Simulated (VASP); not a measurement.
# W (Im-3m) in VASP: a series of runs, part 2 of 2

VASP 6.6.1.

## Step 3: Relaxation of volume and atoms at fixed shape, PBEsol+D3(BJ)

This run uses another cell than the first one, of 15.85 Å³/atom, 1.035 times its volume.

File INCAR:

```
SYSTEM = W
PREC     = Accurate       ! precision mode
ENCUT    = 600            ! plane-wave cutoff, eV
EDIFF    = 1E-7           ! SCF threshold, eV
ISMEAR   = 0              ! smearing method
SIGMA    = 0.05           ! smearing width, eV
LREAL    = .FALSE.        ! projectors in reciprocal space
LASPH    = .TRUE.         ! aspherical terms in the spheres
NELM     = 80             ! most SCF steps
ALGO     = Normal         ! electronic algorithm
ISIF     = 8              ! what is computed and relaxed
LWAVE    = .FALSE.        ! write WAVECAR
LCHARG   = .FALSE.        ! write CHGCAR
GGA      = PS             ! functional
IVDW     = 12             ! dispersion correction
IBRION   = 2              ! ionic algorithm
NSW      = 80             ! ionic steps
EDIFFG   = -0.02          ! ionic threshold
```

File KPOINTS:

```
regular mesh
0
G
  11 11 11
  0 0 0
```

File POSCAR:

```
W
1.0
   -1.5823400000      1.5823400000      1.5823400000
    1.5823400000     -1.5823400000      1.5823400000
    1.5823400000      1.5823400000     -1.5823400000
W
1
Direct
    0.0000000000      0.0000000000      0.0000000000
```

Potentials or basis: VASP PAW PBE potentials, release 64 (W_sv).

On the command line:

```console
> cat potpaw_PBE.64/W_sv/POTCAR > POTCAR
> mpirun -np 1 vasp_std > vasp.out
```

OUTCAR:

```text
SYSTEM = W
   PREC = Accurate
   ENCUT = 600
   EDIFF = 1E-7
   ISMEAR = 0
   LREAL = .FALSE.
   LASPH = .TRUE.
   NELM = 80
   ISIF = 8
   GGA = PS
   IVDW = 12
   IBRION = 2
   NSW = 80
   EDIFFG = -0.02
 IVDW          = 12

 ion  position               nearest neighbor table
   1  0.000  0.000  0.000-

  LATTYP: Found a body centered cubic cell.
 ALAT       =     3.1646800000

  Lattice vectors:

 A1 = (  -1.5823400000,   1.5823400000,   1.5823400000)
 A2 = (   1.5823400000,  -1.5823400000,   1.5823400000)
 A3 = (   1.5823400000,   1.5823400000,  -1.5823400000)

Analysis of symmetry for initial positions (statically):
=====================================================================
 Subroutine PRICEL returns:
 Original cell was already a primitive cell.

 Routine SETGRP: Setting up the symmetry group for a
 body centered cubic supercell.

 Subroutine GETGRP returns: Found 48 space group operations
 (whereof 48 operations were pure point group operations)
 out of a pool of 48 trial point group operations.

The static configuration has the point symmetry O_h .

Analysis of symmetry for dynamics (positions and initial velocities):
=====================================================================
 Subroutine PRICEL returns:
 Original cell was already a primitive cell.

 Routine SETGRP: Setting up the symmetry group for a
 body centered cubic supercell.

 Subroutine GETGRP returns: Found 48 space group operations
 (whereof 48 operations were pure point group operations)
 out of a pool of 48 trial point group operations.

The dynamic configuration has the point symmetry O_h .

 Subroutine INISYM returns: Found 48 space group operations
 (whereof 48 operations are pure point group operations),
 and found     1 'primitive' translations

----------------------------------------------------------------------------------------

                                     Primitive cell

  volume of cell :      15.8475

[... 99 lines left out ...]
   EMIN   =  10.00;   EMAX   =-10.00  energy-range for DOS
   EFERMI =   0.00;   METHOD = LEGACY
   ISMEAR =     0;   SIGMA  =   0.05  broadening in eV -4-tet -1-fermi 0-gaus
   EFERMI_NEDOS =   21; number of points for ismear=-14 and -15
   IALGO  =     38    algorithm
   IMIX   =      4    mixing-type and parameters
     AMIX     =   0.40;   BMIX     =  1.00
     AMIX_MAG =   1.60;   BMIX_MAG =  1.00
  volume/ion in A,a.u.               =      15.85       106.94
  Fermi-wavevector in a.u.,A,eV,Ry     =   1.570837  2.968451 33.572756  2.467528
  Thomas-Fermi vector in A             =   2.672510
   LORBIT       =      0    0 simple, 1 ext, 2 COOP (PROOUT), +10 PAW based schemes
   GGA     = PS    functional components
   LHFCALC =     F    Hartree Fock is set to
   AEXX    =    0.0000 exact exchange contribution
   IVDW    =    12    specifies the selected vdW correction
   LEPSILON=     F    determine dielectric tensor
   LRPA    =     F    only Hartree local field effects (RPA)
 conjugate gradient relaxation of ions
 non-spin polarized calculation
 Gauss-broadening in eV      SIGMA  =   0.05
  energy-cutoff  :      600.00
  volume of cell :       15.85
 maximum number of plane-waves:       543
 NGX is ok and might be reduce to    24
   NGX = 11   NGY = 11   NGZ = 11

--------------------------------------- Ionic step        1  -------------------------------------------

 number of electron      14.0000002 magnetization

 Free energy of the ion-electron system (eV)
  ---------------------------------------------------
  ext. energy  EPLUGINS =         0.00000000
  ---------------------------------------------------
  free energy    TOTEN  =       -13.78232358 eV

  energy without entropy =      -13.78089012  energy(sigma->0) =      -13.78160685

------------------------ aborting loop because EDIFF is reached ----------------------------------------

 Edisp (eV)   -0.74379

 E8    (eV) :    -0.5453
[... 108 lines left out ...]
--------------------------------------- Ionic step        4  -------------------------------------------

 number of electron      13.9999999 magnetization

 Free energy of the ion-electron system (eV)
  ---------------------------------------------------
  ext. energy  EPLUGINS =         0.00000000
  ---------------------------------------------------
  free energy    TOTEN  =       -13.77424257 eV

  energy without entropy =      -13.77312774  energy(sigma->0) =      -13.77368515

 E-fermi :  11.7424     XC(G=0): -13.9381

 val. band max:       11.7141752934   @ k =   0.0909   0.0909   0.0000
 cond. band min:      11.7569105264   @ k =  -0.1818   0.2727   0.0909
 fundamental gap:      0.0427352329
 Fermi energy:        11.7423816875

 k-point     1 :       0.0000    0.0000    0.0000
  band No.  band energies     occupation
      1     -62.3570      2.00000
      2     -25.8665      2.00000
      3     -25.8665      2.00000
      4     -25.8665      2.00000
      5       1.9075      2.00000
      6      10.4533      2.00000
      7      10.4533      2.00000
      8      10.4533      2.00000
      9      14.0505      0.00000
     10      14.0505      0.00000
     11      26.3449      0.00000
[... 309 lines left out ...]
 k-point    24 :       0.3636    0.1818    0.0909
  band No.  band energies     occupation
      1     -62.1944      2.00000
      2     -27.0526      2.00000
      3     -26.5224      2.00000
      4     -26.1044      2.00000
      5       6.9326      2.00000
      6       8.1258      2.00000
      7      10.3668      2.00000
      8      14.5182      0.00000
      9      15.0986      0.00000
     10      20.6142      0.00000
     11      21.1797      0.00000

 [... further k-points ...]

------------------------ aborting loop because EDIFF is reached ----------------------------------------

 Edisp (eV)   -0.76748

 E8    (eV) :    -0.5627
[... 24 lines left out ...]
  FREE ENERGIE OF THE ION-ELECTRON SYSTEM (eV)
  ---------------------------------------------------
  free  energy   TOTEN  =       -14.5417197151 eV

  energy  without entropy=      -14.5406048837  energy(sigma->0) =      -14.54116230

 reached required accuracy - stopping structural energy minimisation
```

CONTCAR:

```text
W
   1.00000000000000
    -1.5659657743417479    1.5659657743417479    1.5659657743417479
     1.5659657743417479   -1.5659657743417479    1.5659657743417479
     1.5659657743417479    1.5659657743417479   -1.5659657743417479
  W
     1
Direct
     0.0000000000000000    0.0000000000000000    1.0000000000000000

  0.00000000E+00  0.00000000E+00  0.00000000E+00
```

Wall time 17 s (1 thread of Intel Xeon Platinum 8488C (Sapphire Rapids), shared host); peak memory 0.16 GiB.

Results:

```
Free energy                            : -14.5417 eV
Relaxed volume                         : 15.36 Å³/atom
Relaxed cell                           : a = 2.712 Å, b = 2.712 Å, c = 2.712 Å, α = 109.47°, β = 109.47°, γ = 109.47°
Space group after relaxing (to 0.05 Å) : Im-3m (No. 229)
Energy gained by relaxing              : 15.6 meV/atom
Ionic steps                            : 4
Pressure after relaxing                : -0.1 GPa
Band gap on the k mesh                 : zero (band 7 reaches 16.25 eV, above the bottom of band 8 at 10.45 eV)
Dispersion energy per atom             : -0.767 eV
```

The path:
```csv
step,energy change (eV),largest force (eV/Å),pressure (GPa),volume (Å³)
1,0.0000,0.0000,-9.83,15.85
2,0.2130,0.0000,49.47,13.72
3,-0.0155,0.0000,-0.64,15.39
4,-0.0156,0.0000,-0.10,15.36
```

Final structure:
```
W
1.0
    -1.56597    1.56597    1.56597
     1.56597   -1.56597    1.56597
     1.56597    1.56597   -1.56597
W
1
Direct
  0.00000 0.00000 0.00000
```

Levels at points of the mesh, in eV from the Fermi level:
| k point | band 4 | band 5 | band 6 | band 7 | band 8 | band 9 | band 10 | band 11 |
| --- | --- | --- | --- | --- | --- | --- | --- | --- |
| (0.00, 0.00, 0.00) | -37.61 | -9.83 | -1.29 | -1.29 | -1.29 | 2.31 | 2.31 | 14.60 |

Caveat: the PAW data sets were made with another functional, which shifts forces and pressure a little; spin-orbit coupling is left out, which moves the levels of the heavy elements; pairwise dispersion overbinds metals, which lowers pressure and volume.
